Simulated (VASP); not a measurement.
# CuAu (P4/mmm) in VASP: notebook, part 2 of 2

VASP 6.6.1. The steps go on from the part before.

### 3 Electric field gradients, PBEsol (15.25 Å³/atom)

The input, INCAR:

```
PREC = Accurate
ENCUT = 520
EDIFF = 1E-8
ISMEAR = -1
SIGMA = 0.05
LREAL = False
LASPH = True
NELM = 100
ALGO = Normal
ISIF = 2
LWAVE = False
LCHARG = False
GGA = PS
LEFG = True
NBANDS = 18
```

The input, KPOINTS:

```
regular mesh
0
Gamma
  13 13 10
```

The input, POSCAR:

```
CuAu
1.0
    2.8549159028      0.0000000000      0.0000000000
    0.0000000000      2.8549159028      0.0000000000
    0.0000000000      0.0000000000      3.7419790583
Cu Au
1 1
Direct
    0.5000000000      0.5000000000      0.5000000000
    0.0000000000      0.0000000000      0.0000000000
```

Potentials or basis: VASP PAW PBE potentials, release 64 (Cu, Au).

On the command line:

```console
$ cat potpaw_PBE.64/Cu/POTCAR potpaw_PBE.64/Au/POTCAR > POTCAR
$ mpirun -np 1 vasp_std > vasp.out
```

OUTCAR:

```text
PREC = Accurate
   ENCUT = 520
   EDIFF = 1E-8
   ISMEAR = -1
   LREAL = False
   LASPH = True
   NELM = 100
   ISIF = 2
   GGA = PS

 ion  position               nearest neighbor table
   1  0.500  0.500  0.500-   2 2.75   2 2.75   2 2.75   2 2.75   2 2.75   2 2.75   2 2.75   2 2.75

   2  0.000  0.000  0.000-   1 2.75   1 2.75   1 2.75   1 2.75   1 2.75   1 2.75   1 2.75   1 2.75

  LATTYP: Found a simple tetragonal cell.
 ALAT       =     2.8549159028
 C/A-ratio  =     1.3107142857

  Lattice vectors:

 A1 = (   2.8549159028,   0.0000000000,   0.0000000000)
 A2 = (   0.0000000000,   2.8549159028,   0.0000000000)
 A3 = (   0.0000000000,   0.0000000000,   3.7419790583)

Analysis of symmetry for initial positions (statically):
=====================================================================
 Subroutine PRICEL returns:
 Original cell was already a primitive cell.

 Routine SETGRP: Setting up the symmetry group for a
 simple tetragonal supercell.

 Subroutine GETGRP returns: Found 16 space group operations
 (whereof 16 operations were pure point group operations)
 out of a pool of 16 trial point group operations.

The static configuration has the point symmetry D_4h.

Analysis of symmetry for dynamics (positions and initial velocities):
=====================================================================
 Subroutine PRICEL returns:
 Original cell was already a primitive cell.

 Routine SETGRP: Setting up the symmetry group for a
 simple tetragonal supercell.

 Subroutine GETGRP returns: Found 16 space group operations
 (whereof 16 operations were pure point group operations)
 out of a pool of 16 trial point group operations.

The dynamic configuration has the point symmetry D_4h.

 Subroutine INISYM returns: Found 16 space group operations
 (whereof 16 operations are pure point group operations),
 and found     1 'primitive' translations

----------------------------------------------------------------------------------------

                                     Primitive cell

  volume of cell :      30.4992

  direct lattice vectors                    reciprocal lattice vectors
     2.854915903  0.000000000  0.000000000     0.350273015  0.000000000  0.000000000
     0.000000000  2.854915903  0.000000000     0.000000000  0.350273015  0.000000000
     0.000000000  0.000000000  3.741979058     0.000000000  0.000000000  0.267238267

  length of vectors
     2.854915903  2.854915903  3.741979058     0.350273015  0.350273015  0.267238267

  position of ions in fractional coordinates (direct lattice)
     0.500000000  0.500000000  0.500000000
     0.000000000  0.000000000  0.000000000

  ion indices of the primitive-cell ions
   primitive index   ion index
                 1           1
                 2           2

----------------------------------------------------------------------------------------

 KPOINTS: regular mesh

Automatic generation of k-mesh.
 Grid dimensions read from file:
[... 71 lines left out ...]
   ISIF   =      2    stress and relaxation
   ISYM   =      2    0-nonsym 1-usesym 2-fastsym
   POTIM  = 0.5000    time-step for ionic-motion
   TEBEG  =    0.0;   TEEND  =   0.0 temperature during run
   PSTRESS=    0.0 pullay stress
   NELECT =      22.0000    total number of electrons
   NUPDOWN=      -1.0000    fix difference up-down
   EMIN   =  10.00;   EMAX   =-10.00  energy-range for DOS
   EFERMI =   0.00;   METHOD = LEGACY
   ISMEAR =    -1;   SIGMA  =   0.05  broadening in eV -4-tet -1-fermi 0-gaus
   EFERMI_NEDOS =   21; number of points for ismear=-14 and -15
   IALGO  =     38    algorithm
   IMIX   =      4    mixing-type and parameters
     AMIX     =   0.40;   BMIX     =  1.00
     AMIX_MAG =   1.60;   BMIX_MAG =  1.00
  volume/ion in A,a.u.               =      15.25       102.91
  Fermi-wavevector in a.u.,A,eV,Ry     =   1.468204  2.774503 29.329030  2.155623
  Thomas-Fermi vector in A             =   2.583730
   LORBIT       =      0    0 simple, 1 ext, 2 COOP (PROOUT), +10 PAW based schemes
   GGA     = PS    functional components
   LHFCALC =     F    Hartree Fock is set to
   AEXX    =    0.0000 exact exchange contribution
   IVDW    =     0    specifies the selected vdW correction
   LEPSILON=     F    determine dielectric tensor
   LRPA    =     F    only Hartree local field effects (RPA)
 non-spin polarized calculation
  energy-cutoff  :      520.00
  volume of cell :       30.50
 maximum number of plane-waves:       842
 NGX is ok and might be reduce to    24
   NGX = 11   NGY = 11   NGZ = 13

 number of electron      22.0000008 magnetization

 Free energy of the ion-electron system (eV)
  ---------------------------------------------------
  ext. energy  EPLUGINS =         0.00000000
  ---------------------------------------------------
  free energy    TOTEN  =        -8.29090327 eV

  energy without entropy =       -8.28619970  energy(sigma->0) =       -8.28855149

 E-fermi :   7.8969     XC(G=0): -12.5640

 val. band max:        7.8913323753   @ k =   0.4615   0.1538   0.4000
 cond. band min:       7.9213037227   @ k =   0.4615   0.0000   0.0000
 fundamental gap:      0.0299713474
 Fermi energy:         7.8968801051

 k-point     1 :       0.0000    0.0000    0.0000
  band No.  band energies     occupation
      1      -1.5238      2.00000
      2       1.6154      2.00000
      3       1.7769      2.00000
      4       3.9996      2.00000
      5       3.9996      2.00000
      6       4.9787      2.00000
[... 481 lines left out ...]
      5       4.1532      2.00000
      6       5.2424      2.00000
[... 10 lines left out ...]
     17      20.6017      0.00000
     18      20.8177      0.00000

 [... further k-points ...]

------------------------ aborting loop because EDIFF is reached ----------------------------------------

  FORCE on cell =-STRESS in cart. coord.  units (eV):
  Direction    XX          YY          ZZ          XY          YZ          ZX
  --------------------------------------------------------------------------------------
  -------------------------------------------------------------------------------------
  Total       -1.9233954     -1.9233954     -1.7917844      0.0000000      0.0000000      0.0000000
  in kB     -101.0394962   -101.0394962    -94.1257251      0.0000000      0.0000000      0.0000000
  external PRESSURE =     -98.7349058 kB  Pullay stress =       0.0000000 kB

 VOLUME and BASIS-vectors are now :
 -----------------------------------------------------------------------------
  energy-cutoff  :      520.00
  volume of cell :       30.50
      direct lattice vectors                 reciprocal lattice vectors
     2.854915903  0.000000000  0.000000000     0.350273015  0.000000000  0.000000000
     0.000000000  2.854915903  0.000000000     0.000000000  0.350273015  0.000000000
     0.000000000  0.000000000  3.741979058     0.000000000  0.000000000  0.267238267

 POSITION                                       TOTAL-FORCE (eV/Angst)
 -----------------------------------------------------------------------------------
      1.42746      1.42746      1.87099         0.000000      0.000000      0.000000
      0.00000      0.00000      0.00000         0.000000      0.000000      0.000000
 -----------------------------------------------------------------------------------
    total drift:                                0.000000      0.000000     -0.000000

  FREE ENERGIE OF THE ION-ELECTRON SYSTEM (eV)
  ---------------------------------------------------
  free  energy   TOTEN  =        -8.2909032731 eV

  energy  without entropy=       -8.2861996986  energy(sigma->0) =       -8.28855149

 Electric field gradients (V/A^2)
---------------------------------------------------------------------
 ion       V_xx      V_yy      V_zz      V_xy      V_xz      V_yz
---------------------------------------------------------------------
   1       6.122     6.122   -12.244     0.000     0.000     0.000
   2     -34.049   -34.049    68.099     0.000     0.000     0.000
---------------------------------------------------------------------

 Electric field gradients after diagonalization (V/A^2)
 (convention: |V_zz| > |V_xx| > |V_yy|)
----------------------------------------------------------------------
 ion       V_xx      V_yy      V_zz     asymmetry (V_yy - V_xx)/ V_zz
----------------------------------------------------------------------
   1       6.122     6.122   -12.244       0.000
   2     -34.049   -34.049    68.099       0.000
----------------------------------------------------------------------

           NMR quadrupolar parameters

 Cq : quadrupolar parameter    Cq=e*Q*V_zz/h
 eta: asymmetry parameters     (V_yy - V_xx)/ V_zz
 Q  : nuclear electric quadrupole moment in mb (millibarn)
----------------------------------------------------------------------
 ion       Cq(MHz)       eta       Q (mb)
----------------------------------------------------------------------
   1      -0.030       0.000       1.000
   2       0.165       0.000       1.000
----------------------------------------------------------------------
```

It took 40 s on 1 thread of Intel Xeon Platinum 8488C (Sapphire Rapids), shared host; peak memory 0.22 GiB.

What came out:

```
Free energy                             : -8.2909 eV
Pressure                                : -9.9 GPa
Band gap on the k mesh                  : zero (bands 11 and 12 overlap by 6.08 eV)
Largest electric field gradient by atom : Cu -12.2; Au +68.1 V/Å²
```

Stress tensor (GPa, compression positive):
```
-10.10   0.00   0.00
  0.00 -10.10   0.00
  0.00   0.00  -9.41
```

Levels at points of the mesh, in eV from the Fermi level:
```
           k point  band 9  band 10  band 11  band 12  band 13  band 14
(0.00, 0.00, 0.00)   -1.65    -1.45    -1.45     2.09     7.56     9.76
(0.00, 0.00, 0.50)   -2.23    -2.21    -2.21    -1.89    14.12    14.16
```

Electric field gradients, principal values (V/Å²):
| atom | least | middle | greatest (by size) |
| --- | --- | --- | --- |
| 1 Cu | 6.122 | 6.122 | -12.244 |
| 2 Au | -34.049 | -34.049 | 68.099 |

Caveat: the cell stands under tension; without QUAD_EFG the Cq values of the log hold for a quadrupole moment of 1 mb, not for the nuclei; the PAW data sets were made with another functional, which shifts forces and pressure a little; spin-orbit coupling is left out, which moves the levels of the heavy elements.

### 4 Electric field gradients, PBEsol (13.81 Å³/atom)

This run uses another cell than the first one, of 13.81 Å³/atom.

The input, INCAR:

```
SYSTEM = CuAu
ALGO = Normal
EDIFF = 1E-8
ENCUT = 520
GGA = PS
ISIF = 2
ISMEAR = -1
LASPH = .True.
LCHARG = .False.
LEFG = .True.
LREAL = .False.
LWAVE = .False.
NBANDS = 18
NELM = 60
PREC = Accurate
SIGMA = 0.05
```

The input, KPOINTS:

```
k-points
0
Gamma
  13 13 10
  0 0 0
```

The input, POSCAR:

```
CuAu
1.0
    2.7621575232      0.0000000000      0.0000000000
    0.0000000000      2.7621575232      0.0000000000
    0.0000000000      0.0000000000      3.6203993251
Cu Au
1 1
Direct
    0.5000000000      0.5000000000      0.5000000000
    0.0000000000      0.0000000000      0.0000000000
```

Potentials or basis: VASP PAW PBE potentials, release 64 (Cu, Au).

On the command line:

```console
$ cat potpaw_PBE.64/Cu/POTCAR potpaw_PBE.64/Au/POTCAR > POTCAR
$ mpirun -np 1 vasp_std > vasp.out
```

OUTCAR:

```text
SYSTEM = CuAu
   EDIFF = 1E-8
   ENCUT = 520
   GGA = PS
   ISIF = 2
   ISMEAR = -1
   LASPH = .True.
   LREAL = .False.
   NELM = 60
   PREC = Accurate

 ion  position               nearest neighbor table
   1  0.500  0.500  0.500-   2 2.66   2 2.66   2 2.66   2 2.66   2 2.66   2 2.66   2 2.66   2 2.66

   2  0.000  0.000  0.000-   1 2.66   1 2.66   1 2.66   1 2.66   1 2.66   1 2.66   1 2.66   1 2.66

  LATTYP: Found a simple tetragonal cell.
 ALAT       =     2.7621575232
 C/A-ratio  =     1.3107142857

  Lattice vectors:

 A1 = (   2.7621575232,   0.0000000000,   0.0000000000)
 A2 = (   0.0000000000,   2.7621575232,   0.0000000000)
 A3 = (   0.0000000000,   0.0000000000,   3.6203993251)

Analysis of symmetry for initial positions (statically):
=====================================================================
 Subroutine PRICEL returns:
 Original cell was already a primitive cell.

 Routine SETGRP: Setting up the symmetry group for a
 simple tetragonal supercell.
[... 694 lines left out ...]
      direct lattice vectors                 reciprocal lattice vectors
     2.762157523  0.000000000  0.000000000     0.362035833  0.000000000  0.000000000
     0.000000000  2.762157523  0.000000000     0.000000000  0.362035833  0.000000000
     0.000000000  0.000000000  3.620399325     0.000000000  0.000000000  0.276212625

 POSITION                                       TOTAL-FORCE (eV/Angst)
 -----------------------------------------------------------------------------------
      1.38108      1.38108      1.81020         0.000000      0.000000      0.000000
      0.00000      0.00000      0.00000         0.000000      0.000000      0.000000
 -----------------------------------------------------------------------------------
    total drift:                                0.000000      0.000000     -0.000000

  FREE ENERGIE OF THE ION-ELECTRON SYSTEM (eV)
  ---------------------------------------------------
  free  energy   TOTEN  =        -8.3441870470 eV

  energy  without entropy=       -8.3397361311  energy(sigma->0) =       -8.34196159

 Electric field gradients (V/A^2)
---------------------------------------------------------------------
 ion       V_xx      V_yy      V_zz      V_xy      V_xz      V_yz
---------------------------------------------------------------------
   1       7.355     7.355   -14.711    -0.000    -0.000    -0.000
   2     -45.008   -45.008    90.016    -0.000    -0.000    -0.000
---------------------------------------------------------------------

 Electric field gradients after diagonalization (V/A^2)
 (convention: |V_zz| > |V_xx| > |V_yy|)
----------------------------------------------------------------------
 ion       V_xx      V_yy      V_zz     asymmetry (V_yy - V_xx)/ V_zz
----------------------------------------------------------------------
   1       7.355     7.355   -14.711       0.000
   2     -45.008   -45.008    90.016       0.000
----------------------------------------------------------------------

           NMR quadrupolar parameters

 Cq : quadrupolar parameter    Cq=e*Q*V_zz/h
 eta: asymmetry parameters     (V_yy - V_xx)/ V_zz
 Q  : nuclear electric quadrupole moment in mb (millibarn)
----------------------------------------------------------------------
 ion       Cq(MHz)       eta       Q (mb)
----------------------------------------------------------------------
   1      -0.036       0.000       1.000
   2       0.218       0.000       1.000
----------------------------------------------------------------------
```

stdout:

```text
POSCAR found type information on POSCAR CuAu
 POSCAR found :  2 types and       2 ions
 scaLAPACK will be used
 -----------------------------------------------------------------------------
|                                                                             |
|                                                                             |
|     You enforced a specific xc type in the INCAR file but a different       |
|     I HOPE YOU KNOW WHAT YOU ARE DOING!                                     |
|                                                                             |
 -----------------------------------------------------------------------------

 LDA part: xc-table for (Slater+PW92), standard interpolation
 POSCAR, INCAR and KPOINTS ok, starting setup
 FFT: planning ... GRIDC
 FFT: planning ... GRID_SOFT
 FFT: planning ... GRID
 WAVECAR not read
 entering main loop
ion   1

ion   2
```

Run time: 96 s. Hardware: 1 thread of Intel Xeon 8259CL, shared host; peak memory 0.22 GiB.

Results:

```yaml
Free_energy: -8.3442 eV
Pressure: 5.4 GPa
Band_gap_on_the_k_mesh: zero (bands 11 and 12 overlap by 6.66 eV)
Largest_electric_field_gradient_by_atom: Cu -14.7; Au +90.0 V/Å²
```

Levels at points of the mesh, in eV from the Fermi level:
```csv
k point,band 9,band 10,band 11,band 12,band 13,band 14
"(0.00, 0.00, 0.00)",-1.74,-1.50,-1.50,1.98,8.49,10.18
"(0.00, 0.00, 0.50)",-2.49,-2.47,-2.47,-2.08,14.54,14.93
```

Electric field gradients, principal values (V/Å²):
```csv
atom,least,middle,greatest (by size)
1 Cu,7.355,7.355,-14.711
2 Au,-45.008,-45.008,90.016
```

Caveat: the cell stands under pressure; without QUAD_EFG the Cq values of the log hold for a quadrupole moment of 1 mb, not for the nuclei; the PAW data sets were made with another functional, which shifts forces and pressure a little; spin-orbit coupling is left out, which moves the levels of the heavy elements.
